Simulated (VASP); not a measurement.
# TePb in VASP: settings compared, part 2 of 2

VASP 6.6.1. The steps go on from the part before.

### Step 3. Single point, PBE

INCAR reads:

```
PREC = Accurate ; ENCUT = 520
EDIFF = 1E-7 ; ISMEAR = -1
SIGMA = 0.05 ; LREAL = False
LASPH = True ; NELM = 60
ALGO = Normal ; ISIF = 2
LWAVE = False ; LCHARG = False
GGA = PE ; NBANDS = 17
```

KPOINTS reads:

```
regular mesh
0
Gamma
  11 11 11
```

POSCAR reads:

```
TePb
1.0
    4.0022870000      0.0000000000      0.0000000000
    0.0000000000      4.0022870000      0.0000000000
    0.0000000000      0.0000000000      4.0022870000
Pb Te
1 1
Direct
   -0.0096090000      0.0075940000     -0.0102770000
    0.4833350000      0.4970930000      0.4993410000
```

Potentials or basis: VASP PAW PBE potentials, release 64 (Pb_d, Te).

Launch:

```console
cat potpaw_PBE.64/Pb_d/POTCAR potpaw_PBE.64/Te/POTCAR > POTCAR
mpirun -np 1 vasp_std > vasp.out
```

OUTCAR:

```text
PREC = Accurate
   ENCUT = 520
   EDIFF = 1E-7
   ISMEAR = -1
   LREAL = False
   LASPH = True
   NELM = 60
   ISIF = 2
   GGA = PE

 ion  position               nearest neighbor table
   1  0.990  0.008  0.990-   2 3.40   2 3.44   2 3.45   2 3.45   2 3.48   2 3.48   2 3.50   2 3.53

   2  0.483  0.497  0.499-   1 3.40   1 3.44   1 3.45   1 3.45   1 3.48   1 3.48   1 3.50   1 3.53

  LATTYP: Found a simple cubic cell.
 ALAT       =     4.0022870000

  Lattice vectors:

 A1 = (   4.0022870000,   0.0000000000,   0.0000000000)
 A2 = (   0.0000000000,   4.0022870000,   0.0000000000)
 A3 = (   0.0000000000,   0.0000000000,   4.0022870000)

Analysis of symmetry for initial positions (statically):
=====================================================================
 Subroutine PRICEL returns:
 Original cell was already a primitive cell.

 Routine SETGRP: Setting up the symmetry group for a
 simple cubic supercell.

 Subroutine GETGRP returns: Found  1 space group operations
 (whereof  1 operations were pure point group operations)
 out of a pool of 48 trial point group operations.

The static configuration has the point symmetry C_1 .

Analysis of symmetry for dynamics (positions and initial velocities):
=====================================================================
 Subroutine PRICEL returns:
 Original cell was already a primitive cell.

 Routine SETGRP: Setting up the symmetry group for a
 simple cubic supercell.

 Subroutine GETGRP returns: Found  1 space group operations
 (whereof  1 operations were pure point group operations)
 out of a pool of 48 trial point group operations.

The dynamic configuration has the point symmetry C_1 .

 Subroutine INISYM returns: Found  1 space group operations
 (whereof  1 operations are pure point group operations),
 and found     1 'primitive' translations

[... 111 lines left out ...]
   IALGO  =     38    algorithm
   IMIX   =      4    mixing-type and parameters
     AMIX     =   0.40;   BMIX     =  1.00
     AMIX_MAG =   1.60;   BMIX_MAG =  1.00
  volume/ion in A,a.u.               =      32.05       216.32
  Fermi-wavevector in a.u.,A,eV,Ry     =   1.110307  2.098177 16.773027  1.232783
  Thomas-Fermi vector in A             =   2.246857
   LORBIT       =      0    0 simple, 1 ext, 2 COOP (PROOUT), +10 PAW based schemes
   GGA     = PE    functional components
   LHFCALC =     F    Hartree Fock is set to
   AEXX    =    0.0000 exact exchange contribution
   IVDW    =     0    specifies the selected vdW correction
   LEPSILON=     F    determine dielectric tensor
   LRPA    =     F    only Hartree local field effects (RPA)
 non-spin polarized calculation
  energy-cutoff  :      520.00
  volume of cell :       64.11
 maximum number of plane-waves:      1759
 NGX is ok and might be reduce to    30
   NGX = 15   NGY = 15   NGZ = 15

 number of electron      19.9999995 magnetization

 Free energy of the ion-electron system (eV)
  ---------------------------------------------------
  ext. energy  EPLUGINS =         0.00000000
  ---------------------------------------------------
  free energy    TOTEN  =        -7.07091442 eV

  energy without entropy =       -7.05979118  energy(sigma->0) =       -7.06535280

 E-fermi :   6.3293     XC(G=0):  -9.6825

 val. band max:        6.3276938818   @ k =  -0.1818  -0.1818   0.1818
 cond. band min:       6.3307982594   @ k =   0.1818  -0.1818   0.1818
 fundamental gap:      0.0031043776
 Fermi energy:         6.3293443716

 k-point     1 :       0.0000    0.0000    0.0000
  band No.  band energies     occupation
      1     -10.7742      2.00000
      2     -10.7742      2.00000
      3     -10.6915      2.00000
      4     -10.6915      2.00000
      5     -10.6912      2.00000
      6      -5.7776      2.00000
[... 457 lines left out ...]
      4     -10.6986      2.00000
      5     -10.6927      2.00000
      6      -5.4530      2.00000
[... 9 lines left out ...]
     16      15.5734      0.00000
     17      16.0809      0.00000

 [... further k-points ...]

------------------------ aborting loop because EDIFF is reached ----------------------------------------

  FORCE on cell =-STRESS in cart. coord.  units (eV):
  Direction    XX          YY          ZZ          XY          YZ          ZX
  --------------------------------------------------------------------------------------
  -------------------------------------------------------------------------------------
  Total       -0.0288475     -0.0282107     -0.0284125      0.0054221     -0.0073824     -0.0050270
  in kB       -0.7209324     -0.7050174     -0.7100604      0.1355049     -0.1844939     -0.1256294
  external PRESSURE =      -0.7120034 kB  Pullay stress =       0.0000000 kB

 VOLUME and BASIS-vectors are now :
 -----------------------------------------------------------------------------
  energy-cutoff  :      520.00
  volume of cell :       64.11
      direct lattice vectors                 reciprocal lattice vectors
     4.002287000  0.000000000  0.000000000     0.249857144  0.000000000  0.000000000
     0.000000000  4.002287000  0.000000000     0.000000000  0.249857144  0.000000000
     0.000000000  0.000000000  4.002287000     0.000000000  0.000000000  0.249857144

 POSITION                                       TOTAL-FORCE (eV/Angst)
 -----------------------------------------------------------------------------------
      3.96383      0.03039      3.96116         0.012714      0.019022     -0.017491
      1.93445      1.98951      1.99851        -0.012714     -0.019022      0.017491
 -----------------------------------------------------------------------------------
    total drift:                               -0.000094     -0.000050     -0.000074

  FREE ENERGIE OF THE ION-ELECTRON SYSTEM (eV)
  ---------------------------------------------------
  free  energy   TOTEN  =        -7.0709144160 eV

  energy  without entropy=       -7.0597911823  energy(sigma->0) =       -7.06535280
```

stdout:

```text
POSCAR found type information on POSCAR PbTe
 POSCAR found :  2 types and       2 ions
 scaLAPACK will be used
 LDA part: xc-table for (Slater+PW92), standard interpolation
 POSCAR, INCAR and KPOINTS ok, starting setup
 FFT: planning ... GRIDC
 FFT: planning ... GRID_SOFT
 FFT: planning ... GRID
 WAVECAR not read
 entering main loop
```

Wall time 11 min (1 thread of AMD EPYC 7R43 (Zen 3), shared host); peak memory 0.73 GiB.

What came out:

* Free energy: -7.0709 eV
* Pressure: -0.1 GPa
* Largest force: 0.029 eV/Å
* Band gap on the k mesh: zero (bands 10 and 11 overlap by 1.06 eV)

Forces in eV/Å, atoms in the order of the input:
```
Pb   0.013  0.019 -0.017
Te  -0.013 -0.019  0.017
```

Levels at points of the mesh, in eV from the Fermi level:
```
           k point  band 8  band 9  band 10  band 11  band 12  band 13
(0.00, 0.00, 0.00)   -1.51   -1.51    -1.51     4.04     4.05     5.30
```

Caveat: spin-orbit coupling is left out, which moves the levels of the heavy elements.

### Step 4. Single point, BLYP

INCAR reads:

```
SYSTEM = TePb
  PREC = Accurate
  ENCUT = 520
  EDIFF = 1E-6
  ISMEAR = -1
  SIGMA = 0.05
  LREAL = .FALSE.
  LASPH = .TRUE.
  NELM = 100
  ALGO = Normal
  ISIF = 2
  LWAVE = .FALSE.
  LCHARG = .TRUE.
  GGA = B5
  ALDAX = 1.0
  AGGAX = 1.0
  AGGAC = 1.0
  ALDAC = 0.0
  LELF = .TRUE.
  LVHAR = .TRUE.
  NBANDS = 17
```

KPOINTS reads:

```
Automatic mesh
0
G
  7 7 7
  0 0 0
```

POSCAR reads:

```
TePb
1.0
    4.0022870000      0.0000000000      0.0000000000
    0.0000000000      4.0022870000      0.0000000000
    0.0000000000      0.0000000000      4.0022870000
Pb Te
1 1
Direct
    0.0000000000      0.0000000000      0.0000000000
    0.5000000000      0.5000000000      0.5000000000
```

Launch:

```console
cat potpaw_PBE.64/Pb_d/POTCAR potpaw_PBE.64/Te/POTCAR > POTCAR
mpirun -np 1 vasp_std > vasp.out
```

It took 50 s on 1 thread of Intel Xeon 8259CL, shared host; peak memory 0.18 GiB.

The run converged. Its results:

```
Free energy            : -5.6979 eV
Pressure               : 3.8 GPa
Band gap on the k mesh : zero (bands 10 and 11 overlap by 0.70 eV)
```

Levels at points of the mesh, in eV from the Fermi level:
```csv
k point,band 7,band 8,band 9,band 10,band 11,band 12,band 13,band 14
"(0.00, 0.00, 0.00)",-6.92,-1.57,-1.57,-1.57,4.34,4.34,5.07,5.07
```

Caveat: the cell stands under pressure; semilocal functionals underestimate gaps, so a narrow gap can read as zero; the PAW data sets were made with another functional, which shifts forces and pressure a little; spin-orbit coupling is left out, which moves the levels of the heavy elements.

### Step 5. Overview

```tsv
level	cell	k mesh	gap on the mesh (eV)	pressure (GPa)	largest force (eV/Å)
PBE	as given, atomic positions A	9 × 9 × 9	none	-0.3	0.02
PBE	as given, atomic positions A	11 × 11 × 11	none	-0.1	0.03
BLYP	as given, atomic positions B	7 × 7 × 7	none	3.8	-
```

Alike in all rows: task single point; potentials or basis VASP PAW PBE potentials, release 64 (Pb_d, Te); no spin polarisation; cutoff (eV) 520; smearing fermi-dirac 0.05 eV.

The pressure there spans -0.3 GPa (PBE) to 3.8 GPa (BLYP); a positive pressure means that this level wants a larger cell, a negative one a smaller.

Caveats: spin-orbit coupling is left out, which moves the levels of the heavy elements; the cell stands under pressure (at least some runs); semilocal functionals underestimate gaps, so a narrow gap can read as zero (at least some runs); the PAW data sets were made with another functional, which shifts forces and pressure a little (at least some runs).

Total energies depend on the potentials used, so only differences within one code and one set of settings carry meaning.
